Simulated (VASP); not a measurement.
CaSe: single point with LDA

The system is CaSe.

```
Ca Se
1.0
     0.00000    2.96753    2.96753
     2.96753    0.00000    2.96753
     2.96753    2.96753    0.00000
Ca Se
1 1
Direct
  0.00000 0.00000 0.00000
  0.50000 0.50000 0.50000
```

```json
{
 "Program": "VASP 6.6.1",
 "Task": "single point",
 "Functional": "LDA",
 "Potentials or basis": "VASP PAW LDA potentials, release 64 (Ca_sv, Se)",
 "Cutoff": "520 eV",
 "k mesh": "8 × 8 × 8",
 "Occupations": "gaussian, width 0.01 eV",
 "Spin": "no spin polarisation",
 "Dipole correction": "no",
 "Further INCAR settings": "ALGO = Normal; EDIFF = 1e-06; NBANDS = 15"
}
```

```
Pressure               : -3.4 GPa
Band gap on the k mesh : 1.89 eV (least direct gap 2.82 eV)
```

Levels at points of the mesh, in eV from the valence-band top:
```
           k point  band 4  band 5  band 6  band 7  band 8  band 9  band 10  band 11  band 12  band 13
(0.00, 0.00, 0.00)  -20.60  -11.80    0.00    0.00    0.00    3.05     3.55     3.55     3.55     4.15
(0.50, 0.00, 0.00)  -20.60  -11.12   -3.31   -1.21   -1.21    4.35     5.29     5.32     5.32     7.37
(0.50, 0.50, 0.00)  -20.63  -11.24   -2.52   -0.93   -0.93    1.89     4.79     4.91     5.86     5.86
```

It took 33 s on 1 thread of AMD EPYC 7R13, on a shared host, peak memory 0.13 GiB.

Caveat: the cell stands under tension. A k mesh can miss the band edges.
